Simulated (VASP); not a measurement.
# TeAs (Pm-3m) in VASP: a series of runs

Runs on TeAs. Level: LDA. Tasks: single point, relaxation of cell and atoms.

All numbers are computed with VASP 6.6.1; they aren't measurements. Logs are shortened: lines on timing, memory, paths and dates and some standing lists are left out, and cuts for length are marked.

**1. The cell of the first run**

The structure is cubic, space group Pm-3m (No. 221). Conventional cell: a = 3.532 Å, b = 3.532 Å, c = 3.532 Å, α = 90.00°, β = 90.00°, γ = 90.00°. Within 4.0 Å of Te (site symmetry m-3m) lie 8 As at 3.06 Å and 6 Te at 3.53 Å. As (site symmetry m-3m) has 8 Te at 3.06 Å and 6 As at 3.53 Å within 4.0 Å.

**2. Single point, LDA**

Contents of INCAR:

```
  PREC = Accurate
  ENCUT = 520
  EDIFF = 1E-6
  ISMEAR = -1
  SIGMA = 0.02
  LREAL = False
  LASPH = True
  NELM = 80
  ALGO = Normal
  ISIF = 2
  LWAVE = False
  LCHARG = True
  GGA = CA
  LELF = True
  LVHAR = True
  NBANDS = 12
```

Contents of KPOINTS:

```
Automatic mesh
0
Gamma
  13 13 13
```

Contents of POSCAR:

```
TeAs
1.0
    3.5323321696      0.0000000000      0.0000000000
    0.0000000000      3.5323321696      0.0000000000
    0.0000000000      0.0000000000      3.5323321696
Te As
1 1
Direct
    0.0000000000      0.0000000000      0.0000000000
    0.5000000000      0.5000000000      0.5000000000
```

Potentials or basis: VASP PAW LDA potentials, release 64 (Te, As).

On the command line:

```bash
> cat potpaw_LDA.64/Te/POTCAR potpaw_LDA.64/As/POTCAR > POTCAR
> mpirun -np 1 vasp_std > vasp.out
```

OUTCAR:

```text
PREC = Accurate
   ENCUT = 520
   EDIFF = 1E-6
   ISMEAR = -1
   LREAL = False
   LASPH = True
   NELM = 80
   ISIF = 2
   GGA = CA

 ion  position               nearest neighbor table
   1  0.000  0.000  0.000-   2 3.06   2 3.06   2 3.06   2 3.06   2 3.06   2 3.06   2 3.06   2 3.06

   2  0.500  0.500  0.500-   1 3.06   1 3.06   1 3.06   1 3.06   1 3.06   1 3.06   1 3.06   1 3.06

  LATTYP: Found a simple cubic cell.
 ALAT       =     3.5323321696

  Lattice vectors:

 A1 = (   3.5323321696,   0.0000000000,   0.0000000000)
 A2 = (   0.0000000000,   3.5323321696,   0.0000000000)
 A3 = (   0.0000000000,   0.0000000000,   3.5323321696)

Analysis of symmetry for initial positions (statically):
=====================================================================
 Subroutine PRICEL returns:
 Original cell was already a primitive cell.

 Routine SETGRP: Setting up the symmetry group for a
 simple cubic supercell.

 Subroutine GETGRP returns: Found 48 space group operations
 (whereof 48 operations were pure point group operations)
 out of a pool of 48 trial point group operations.

The static configuration has the point symmetry O_h .

Analysis of symmetry for dynamics (positions and initial velocities):
=====================================================================
 Subroutine PRICEL returns:
 Original cell was already a primitive cell.

 Routine SETGRP: Setting up the symmetry group for a
 simple cubic supercell.

 Subroutine GETGRP returns: Found 48 space group operations
 (whereof 48 operations were pure point group operations)
 out of a pool of 48 trial point group operations.

The dynamic configuration has the point symmetry O_h .

 Subroutine INISYM returns: Found 48 space group operations
 (whereof 48 operations are pure point group operations),
 and found     1 'primitive' translations

----------------------------------------------------------------------------------------

                                     Primitive cell

  volume of cell :      44.0742

  direct lattice vectors                    reciprocal lattice vectors
     3.532332170  0.000000000  0.000000000     0.283099084  0.000000000  0.000000000
     0.000000000  3.532332170  0.000000000     0.000000000  0.283099084  0.000000000
     0.000000000  0.000000000  3.532332170     0.000000000  0.000000000  0.283099084

  length of vectors
     3.532332170  3.532332170  3.532332170     0.283099084  0.283099084  0.283099084

  position of ions in fractional coordinates (direct lattice)
     0.000000000  0.000000000  0.000000000
     0.500000000  0.500000000  0.500000000

  ion indices of the primitive-cell ions
   primitive index   ion index
                 1           1
                 2           2

----------------------------------------------------------------------------------------

 KPOINTS: Automatic mesh

Automatic generation of k-mesh.
 Grid dimensions read from file:
 generate k-points for:   13   13   13

 Generating k-lattice:

  Cartesian coordinates                     Fractional coordinates (reciprocal lattice)
     0.021776853  0.000000000  0.000000000     0.076923077  0.000000000  0.000000000
     0.000000000  0.021776853  0.000000000     0.000000000  0.076923077  0.000000000
     0.000000000  0.000000000  0.021776853     0.000000000  0.000000000  0.076923077

  Length of vectors
     0.021776853  0.021776853  0.021776853

  Shift w.r.t. Gamma in fractional coordinates (k-lattice)
     0.000000000  0.000000000  0.000000000

 Subroutine IBZKPT returns following result:
 ===========================================

 Found     84 irreducible k-points:

 Following reciprocal coordinates:
            Coordinates               Weight
  0.000000  0.000000  0.000000      1.000000
  0.076923  0.000000  0.000000      6.000000
  0.153846  0.000000  0.000000      6.000000
  0.230769  0.000000  0.000000      6.000000
  0.307692  0.000000  0.000000      6.000000
  0.384615  0.000000  0.000000      6.000000
[... 16 lines left out ...]
  0.307692  0.307692  0.000000     12.000000
  0.384615  0.307692  0.000000     24.000000
 [... further k-points ...]
   k-points           NKPTS =     84   k-points in BZ     NKDIM =     84   number of bands    NBANDS=     12
   number of dos      NEDOS =    301   number of ions     NIONS =      2
   total plane-waves  NPLWV =  21952
   dimension x,y,z NGX =    28 NGY =   28 NGZ =   28
   dimension x,y,z NGXF=    56 NGYF=   56 NGZF=   56
   ions per type =               1   1
   NGX,Y,Z   is equivalent  to a cutoff of  13.18, 13.18, 13.18 a.u.
   NGXF,Y,Z  is equivalent  to a cutoff of  26.36, 26.36, 26.36 a.u.
 SYSTEM =  unknown system
   PREC   = accura    normal or accurate (medium, high low for compatibility)
   ISTART =      0    job   : 0-new  1-cont  2-samecut
   ICHARG =      2    charge: 1-file 2-atom 10-const
   ISPIN  =      1    spin polarized calculation?
   LNONCOLLINEAR =      F non collinear calculations
   LSORBIT =      F    spin-orbit coupling
   LASPH  =      T    aspherical Exc in radial PAW
   ENCUT  =  520.0 eV  38.22 Ry    6.18 a.u.   6.57  6.57  6.57*2*pi/ulx,y,z
   NELM   =     80;   NELMIN=  2; NELMDL= -5     # of ELM steps
   EDIFF  = 0.1E-05   stopping-criterion for ELM
   LREAL  =      F    real-space projection
   EDIFFG = 0.1E-04   stopping-criterion for IOM
   NSW    =      0    number of steps for IOM
   IBRION =     -1    ionic relax: 0-MD 1-quasi-New 2-CG
   NFREE  =      0    steps in history (QN), initial steepest desc. (CG)
   ISIF   =      2    stress and relaxation
   ISYM   =      2    0-nonsym 1-usesym 2-fastsym
   POTIM  = 0.5000    time-step for ionic-motion
   TEBEG  =    0.0;   TEEND  =   0.0 temperature during run
   PSTRESS=    0.0 pullay stress
   NELECT =      11.0000    total number of electrons
   NUPDOWN=      -1.0000    fix difference up-down
   EMIN   =  10.00;   EMAX   =-10.00  energy-range for DOS
   EFERMI =   0.00;   METHOD = LEGACY
   ISMEAR =    -1;   SIGMA  =   0.02  broadening in eV -4-tet -1-fermi 0-gaus
   EFERMI_NEDOS =   21; number of points for ismear=-14 and -15
   IALGO  =     38    algorithm
   IMIX   =      4    mixing-type and parameters
     AMIX     =   0.40;   BMIX     =  1.00
     AMIX_MAG =   1.60;   BMIX_MAG =  1.00
  volume/ion in A,a.u.               =      22.04       148.71
  Fermi-wavevector in a.u.,A,eV,Ry     =   1.030728  1.947794 14.454840  1.062401
  Thomas-Fermi vector in A             =   2.164841
   LORBIT       =      0    0 simple, 1 ext, 2 COOP (PROOUT), +10 PAW based schemes
   GGA     = CA    functional components
   LHFCALC =     F    Hartree Fock is set to
   AEXX    =    0.0000 exact exchange contribution
   IVDW    =     0    specifies the selected vdW correction
   LEPSILON=     F    determine dielectric tensor
   LRPA    =     F    only Hartree local field effects (RPA)
 non-spin polarized calculation
  energy-cutoff  :      520.00
  volume of cell :       44.07
 maximum number of plane-waves:      1213
 NGX is ok and might be reduce to    28
   NGX = 13   NGY = 13   NGZ = 13

 number of electron      11.0000003 magnetization

 Free energy of the ion-electron system (eV)
  ---------------------------------------------------
  ext. energy  EPLUGINS =         0.00000000
  ---------------------------------------------------
  free energy    TOTEN  =        -8.49937148 eV

  energy without entropy =       -8.49726326  energy(sigma->0) =       -8.49831737

 E-fermi :   8.3134     XC(G=0): -10.8397

 val. band max:        8.3115372557   @ k =   0.4615   0.0769   0.0769
 cond. band min:       8.3201819860   @ k =   0.4615   0.2308   0.0769
 fundamental gap:      0.0086447303
 Fermi energy:         8.3133816211

 k-point     1 :       0.0000    0.0000    0.0000
  band No.  band energies     occupation
      1      -6.7471      2.00000
      2       0.6694      2.00000
      3       5.4157      2.00000
      4       5.4157      2.00000
      5       5.4157      2.00000
      6      11.2909      0.00000
      7      11.2909      0.00000
      8      12.9351      0.00000
      9      12.9351      0.00000
     10      12.9351      0.00000
     11      19.7086      0.00000
     12      19.7086      0.00000

 k-point     2 :       0.0769    0.0000    0.0000
  band No.  band energies     occupation
      1      -6.6800      2.00000
      2       0.4874      2.00000
      3       5.3393      2.00000
      4       5.4859      2.00000
      5       5.4859      2.00000
      6      11.3551      0.00000
      7      11.7313      0.00000
      8      12.6050      0.00000
      9      12.7370      0.00000
     10      12.7370      0.00000
     11      19.5445      0.00000
     12      19.5449      0.00000

 k-point     3 :       0.1538    0.0000    0.0000
  band No.  band energies     occupation
      1      -6.4791      2.00000
      2      -0.0344      2.00000
      3       5.2499      2.00000
      4       5.6959      2.00000
      5       5.6959      2.00000
      6      11.5474      0.00000
      7      11.7478      0.00000
      8      12.1876      0.00000
      9      12.1876      0.00000
     10      12.9267      0.00000
     11      19.0697      0.00000
     12      19.3756      0.00000

 k-point     4 :       0.2308    0.0000    0.0000
  band No.  band energies     occupation
      1      -6.1464      2.00000
      2      -0.8084      2.00000
      3       5.3242      2.00000
      4       6.0426      2.00000
      5       6.0426      2.00000
      6      10.7067      0.00000
      7      11.3991      0.00000
      8      11.3991      0.00000
      9      11.8681      0.00000
     10      14.5460      0.00000
     11      17.7213      0.00000
     12      19.4446      0.00000

 k-point     5 :       0.3077    0.0000    0.0000
  band No.  band energies     occupation
      1      -5.6861      2.00000
      2      -1.7096      2.00000
      3       5.6031      2.00000
      4       6.5211      2.00000
      5       6.5211      2.00000
      6       9.6314      0.00000
      7      10.4941      0.00000
      8      10.4941      0.00000
      9      12.3171      0.00000
     10      16.4359      0.00000
     11      16.4999      0.00000
     12      19.7613      0.00000
[... 228 lines left out ...]
      1      -4.5548      2.00000
      2      -2.3044      2.00000
      3       3.1717      2.00000
      4       5.3406      2.00000
      5       7.6284      2.00000
      6       9.0709      0.00000
      7       9.6849      0.00000
      8      11.2745      0.00000
      9      15.3774      0.00000
     10      16.1723      0.00000
     11      16.9990      0.00000
     12      18.8645      0.00000

 k-point    22 :       0.4615    0.2308    0.0000
  band No.  band energies     occupation
      1      -3.9447      2.00000
      2      -3.0068      2.00000
      3       3.6812      2.00000
      4       4.4361      2.00000
      5       8.2620      1.85749
      6       8.9839      0.00000
      7       9.7523      0.00000
      8      10.5420      0.00000
      9      15.8405      0.00000
     10      16.1227      0.00000
     11      17.4271      0.00000
     12      18.1124      0.00000

 k-point    23 :       0.3077    0.3077    0.0000
  band No.  band energies     occupation
      1      -4.6771      2.00000
      2      -1.7823      2.00000
      3       2.4150      2.00000
      4       5.2400      2.00000
      5       7.4901      2.00000
      6       9.0279      0.00000
      7      10.0819      0.00000
      8      11.9167      0.00000
      9      15.6977      0.00000
     10      15.7956      0.00000
     11      16.3699      0.00000
     12      18.3677      0.00000

 k-point    24 :       0.3846    0.3077    0.0000
  band No.  band energies     occupation
      1      -4.1463      2.00000
      2      -2.1762      2.00000
      3       2.3317      2.00000
      4       4.2103      2.00000
      5       7.9927      2.00000
      6       9.6463      0.00000
      7       9.6724      0.00000
      8      11.5819      0.00000
      9      15.5668      0.00000
     10      16.1724      0.00000
     11      16.2710      0.00000
     12      17.8699      0.00000

 [... further k-points ...]
[... 5 lines left out ...]
  --------------------------------------------------------------------------------------
  -------------------------------------------------------------------------------------
  Total        0.0301595      0.0301595      0.0301595     -0.0000000     -0.0000000     -0.0000000
  in kB        1.0963521      1.0963521      1.0963521     -0.0000000     -0.0000000     -0.0000000
  external PRESSURE =       1.0963521 kB  Pullay stress =       0.0000000 kB

 VOLUME and BASIS-vectors are now :
 -----------------------------------------------------------------------------
  energy-cutoff  :      520.00
  volume of cell :       44.07
      direct lattice vectors                 reciprocal lattice vectors
     3.532332170  0.000000000  0.000000000     0.283099084  0.000000000  0.000000000
     0.000000000  3.532332170  0.000000000     0.000000000  0.283099084  0.000000000
     0.000000000  0.000000000  3.532332170     0.000000000  0.000000000  0.283099084

 POSITION                                       TOTAL-FORCE (eV/Angst)
 -----------------------------------------------------------------------------------
      0.00000      0.00000      0.00000         0.000000      0.000000      0.000000
      1.76617      1.76617      1.76617         0.000000      0.000000      0.000000
 -----------------------------------------------------------------------------------
    total drift:                                0.000000      0.000000      0.000000

  FREE ENERGIE OF THE ION-ELECTRON SYSTEM (eV)
  ---------------------------------------------------
  free  energy   TOTEN  =        -8.4993714775 eV

  energy  without entropy=       -8.4972632579  energy(sigma->0) =       -8.49831737
```

It took 23 s on 1 thread of Intel Xeon Platinum 8259CL at 2.50GHz (Skylake/Cascade Lake), shared host; peak memory 0.17 GiB.

What came out:

```
Free energy : -8.4994 eV
Pressure    : 0.1 GPa
```

Caveat: spin-orbit coupling is left out, which moves the levels of the heavy elements.

(Continued in part 2 of 2.)
